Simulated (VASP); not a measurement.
# CdS (CsCl type) (Pm-3m) in VASP: further runs, part 2 of 2

VASP 6.6.1.

## Step 4: Single point, PBE (volume scaled by 0.88)

Input file INCAR:

```
SYSTEM = CdS
ALGO = Normal
EDIFF = 1E-6
ENCUT = 500
GGA = PE
GGA_COMPAT = .FALSE.
ISIF = 2
ISMEAR = -1
LASPH = .TRUE.
LCHARG = .FALSE.
LREAL = .FALSE.
LWAVE = .FALSE.
NBANDS = 16
NELM = 120
PREC = Accurate
SIGMA = 0.05
```

Input file KPOINTS:

```
k-points
0
G
  14 14 14
  0 0 0
```

Input file POSCAR:

```
CdS
1.0
    3.2679376914      0.0000000000      0.0000000000
    0.0000000000      3.2679376914      0.0000000000
    0.0000000000      0.0000000000      3.2679376914
Cd S
1 1
Direct
    0.0000000000      0.0000000000      0.0000000000
    0.5000000000      0.5000000000      0.5000000000
```

Potentials or basis: VASP PAW PBE potentials, release 64 (Cd, S).

Started as:

```sh
> cat potpaw_PBE.64/Cd/POTCAR potpaw_PBE.64/S/POTCAR > POTCAR
> mpirun -np 1 vasp_std > vasp.out
```

OUTCAR:

```text
SYSTEM = CdS
   EDIFF = 1E-6
   ENCUT = 500
   GGA = PE
   ISIF = 2
   ISMEAR = -1
   LASPH = .TRUE.
   LREAL = .FALSE.
   NELM = 120
   PREC = Accurate

 ion  position               nearest neighbor table
   1  0.000  0.000  0.000-   2 2.83   2 2.83   2 2.83   2 2.83   2 2.83   2 2.83   2 2.83   2 2.83

   2  0.500  0.500  0.500-   1 2.83   1 2.83   1 2.83   1 2.83   1 2.83   1 2.83   1 2.83   1 2.83

  LATTYP: Found a simple cubic cell.
 ALAT       =     3.2679376914

  Lattice vectors:

[... 643 lines left out ...]
------------------------ aborting loop because EDIFF is reached ----------------------------------------

  FORCE on cell =-STRESS in cart. coord.  units (eV):
  Direction    XX          YY          ZZ          XY          YZ          ZX
  --------------------------------------------------------------------------------------
  -------------------------------------------------------------------------------------
  Total        2.7356114      2.7356114      2.7356114      0.0000000      0.0000000     -0.0000000
  in kB      125.5867122    125.5867122    125.5867122      0.0000000      0.0000000     -0.0000000
  external PRESSURE =     125.5867122 kB  Pullay stress =       0.0000000 kB

 VOLUME and BASIS-vectors are now :
 -----------------------------------------------------------------------------
  energy-cutoff  :      500.00
  volume of cell :       34.90
      direct lattice vectors                 reciprocal lattice vectors
     3.267937691  0.000000000  0.000000000     0.306003386  0.000000000  0.000000000
     0.000000000  3.267937691  0.000000000     0.000000000  0.306003386  0.000000000
     0.000000000  0.000000000  3.267937691     0.000000000  0.000000000  0.306003386

 POSITION                                       TOTAL-FORCE (eV/Angst)
 -----------------------------------------------------------------------------------
      0.00000      0.00000      0.00000         0.000000      0.000000      0.000000
      1.63397      1.63397      1.63397         0.000000      0.000000      0.000000
 -----------------------------------------------------------------------------------
    total drift:                                0.000000      0.000000     -0.000000

  FREE ENERGIE OF THE ION-ELECTRON SYSTEM (eV)
  ---------------------------------------------------
  free  energy   TOTEN  =        -4.7003526214 eV

  energy  without entropy=       -4.6907199877  energy(sigma->0) =       -4.69553630
```

OSZICAR:

```text
N       E                     dE             d eps       ncg     rms          rms(c)
DAV:   1     0.108493123901E+03    0.10849E+03   -0.92808E+03  3960   0.105E+03
DAV:   2    -0.197615649096E+01   -0.11047E+03   -0.10276E+03  4760   0.260E+02
DAV:   3    -0.547313204929E+01   -0.34970E+01   -0.34872E+01  4648   0.481E+01
DAV:   4    -0.548598922781E+01   -0.12857E-01   -0.12856E-01  4816   0.301E+00
DAV:   5    -0.548607522320E+01   -0.85995E-04   -0.85995E-04  4760   0.243E-01    0.894E+00
DAV:   6    -0.472079786033E+01    0.76528E+00   -0.11950E+00  5104   0.146E+01    0.766E+00
DAV:   7    -0.470559136148E+01    0.15206E-01   -0.15607E-01  4400   0.316E+00    0.405E+00
DAV:   8    -0.470066573332E+01    0.49256E-02   -0.12102E-02  4560   0.135E+00    0.334E-01
DAV:   9    -0.470033211395E+01    0.33362E-03   -0.10606E-03  4952   0.496E-01    0.538E-02
DAV:  10    -0.470034641179E+01   -0.14298E-04   -0.15522E-04  4192   0.125E-01    0.461E-02
DAV:  11    -0.470035269203E+01   -0.62802E-05   -0.13958E-05  4376   0.331E-02    0.137E-02
DAV:  12    -0.470035262139E+01    0.70645E-07   -0.26961E-06  4336   0.136E-02
   1 F= -.47003526E+01 E0= -.46955363E+01  d E =-.963263E-02
```

stdout:

```text
POSCAR found type information on POSCAR CdS
 POSCAR found :  2 types and       2 ions
 scaLAPACK will be used
 LDA part: xc-table for (Slater+PW92), standard interpolation
 POSCAR, INCAR and KPOINTS ok, starting setup
 FFT: planning ... GRIDC
 FFT: planning ... GRID_SOFT
 FFT: planning ... GRID
 WAVECAR not read
 entering main loop
```

Wall time 18 s (1 thread of Intel Xeon Platinum 8559C (Emerald Rapids), shared host); peak memory 0.18 GiB.

Results:

```
Free energy            : -4.7004 eV
Pressure               : 12.6 GPa
Band gap on the k mesh : zero (band 9 reaches 5.22 eV, above the bottom of band 10 at 4.58 eV)
```

## Step 5: Single point, PBE (volume scaled by 0.94)

Input file INCAR:

```
SYSTEM = CdS
  PREC = Accurate
  ENCUT = 500
  EDIFF = 1E-6
  ISMEAR = -1
  SIGMA = 0.05
  LREAL = .False.
  LASPH = .True.
  NELM = 120
  ALGO = Normal
  ISIF = 2
  LWAVE = .False.
  LCHARG = .True.
  GGA = PE
  LELF = .True.
  LVHAR = .True.
  NBANDS = 16
  GGA_COMPAT = .False.
```

Input file KPOINTS:

```
Automatic mesh
0
Gamma
  14 14 14
  0 0 0
```

Input file POSCAR:

```
CdS
1.0
    3.3405821888      0.0000000000      0.0000000000
    0.0000000000      3.3405821888      0.0000000000
    0.0000000000      0.0000000000      3.3405821888
Cd S
1 1
Direct
    0.0000000000      0.0000000000      0.0000000000
    0.5000000000      0.5000000000      0.5000000000
```

Started as:

```sh
> cat potpaw_PBE.64/Cd/POTCAR potpaw_PBE.64/S/POTCAR > POTCAR
> mpirun -np 1 vasp_std > vasp.out
```

Wall time 19 s (1 thread of Intel Xeon Platinum 8559C (Emerald Rapids), shared host); peak memory 0.18 GiB.

It converged, with:

```
Free energy            : -4.8314 eV
Pressure               : 5.4 GPa
Band gap on the k mesh : zero (band 9 reaches 4.47 eV, above the bottom of band 10 at 3.65 eV)
```

Levels at points of the mesh, in eV from the Fermi level:
```tsv
k point	band 6	band 7	band 8	band 9	band 10	band 11	band 12	band 13
(0.00, 0.00, 0.00)	-8.20	-1.28	-1.28	-1.28	-0.75	6.62	6.62	12.22
(0.50, 0.00, 0.00)	-8.16	-6.09	0.06	0.06	3.49	4.81	7.21	7.35
(0.50, 0.50, 0.00)	-7.75	-4.71	-4.71	-0.98	0.07	7.96	7.96	8.84
(0.50, 0.50, 0.50)	-7.96	-2.07	-2.07	-2.07	1.67	1.67	1.67	3.12
```

## Step 6: The runs side by side

| level | cell | gap on the mesh (eV) | pressure (GPa) |
| --- | --- | --- | --- |
| PBE | a = 3.166 Å, 2 atoms | none | 27.1 |
| PBEsol | a = 3.166 Å, 2 atoms | none | 20.9 |
| PBE | a = 3.268 Å, 2 atoms | none | 12.6 |
| PBE | a = 3.341 Å, 2 atoms | none | 5.4 |

Alike in all rows: task single point; potentials or basis VASP PAW PBE potentials, release 64 (Cd, S); no spin polarisation; k mesh 14 × 14 × 14; cutoff (eV) 500; smearing fermi-dirac 0.05 eV.

Caveats: the PAW data sets were made with another functional, which shifts forces and pressure a little (some runs).

Total energies depend on the potentials used, so only differences within one code and one set of settings carry meaning.
